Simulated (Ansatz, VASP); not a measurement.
Two plane-wave programs on SrNiPt3

Contents of INCAR:

```
SYSTEM = SrNiPt3
ALGO = Fast
EDIFF = 1E-6
EDIFFG = -0.01
ENCUT = 600
GGA = PE
IBRION = 2
ISIF = 3
ISMEAR = 0
LASPH = .True.
LCHARG = .False.
LREAL = .False.
LWAVE = .False.
NELM = 60
NSW = 100
PREC = Accurate
SIGMA = 0.1
```

KPOINTS

```
k-points
0
Gamma
  8 8 8
  0 0 0
```

Contents of POSCAR:

```
SrNiPt3
1.0
    4.3984126890      0.0000000000      0.0000000000
    0.0000000000      4.3984126890      0.0000000000
    0.0000000000      0.0000000000      5.0365052415
Sr Ni Pt
1 1 3
Direct
    0.0000000000      0.0000000000      0.8995102862
    0.5000000000      0.5000000000      0.6373020257
    0.5000000000      0.5000000000      0.1083795579
    0.0000000000      0.5000000000      0.4074040651
    0.5000000000      0.0000000000      0.4074040651
```

Input for Ansatz:

```yaml
crystal:
  lattice:
    - [4.398412689, 0.0, 0.0]
    - [0.0, 4.398412689, 0.0]
    - [0.0, 0.0, 5.0365052415]
  atoms:
    - { symbol: Sr, position: [0.0, 0.0, 0.8995102862] }
    - { symbol: Ni, position: [0.5, 0.5, 0.6373020257] }
    - { symbol: Pt, position: [0.5, 0.5, 0.1083795579] }
    - { symbol: Pt, position: [0.0, 0.5, 0.4074040651] }
    - { symbol: Pt, position: [0.5, 0.0, 0.4074040651] }
basis:
  ecutwfc: 420
kpoints:
  mp_grid: { grid: [8, 8, 8] }
hamiltonian:
  xc: pbe
scf:
  occupations: { method: gaussian, width: 0.1 }
output:
  forces: true
  stress: true
  eigenvalues: true
relax:
  adjacent_minimum: "off"
  f_tol: 0.01
  max_steps: 80
  cell: { stress_tol: 0.05 }
```

Alike in both runs: task relaxation of cell and atoms; functional PBE; k mesh 8 × 8 × 8; occupations gaussian, width 0.1 eV; no spin polarisation.

|  | VASP | Ansatz |
| --- | --- | --- |
| version | VASP 6.6.1 | Ansatz 0.2.0 |
| potentials or method | VASP PAW PBE potentials, release 64 (Sr_sv, Ni, Pt), cutoff 600 eV | scalar-relativistic, plane waves, PAW |
| valence electrons in the cell | 50 | 82 |

```csv
,VASP,Ansatz,Ansatz less VASP
"gap on the k mesh at the Fermi level, each at its own relaxed structure (eV)",none,none,-
relaxed volume (Å³/atom),19.49,19.49,+0.001
relaxed length of the cell vector where the two differ most in proportion (Å),5.020,5.018,-0.0012
```

A gap of «none» marks a metal or a gap that the smearing closes. VASP's potentials hold 50 valence electrons a cell and Ansatz's 82, so a difference there can come from the potentials and not from the codes.

Neither program's run includes spin-orbit coupling.
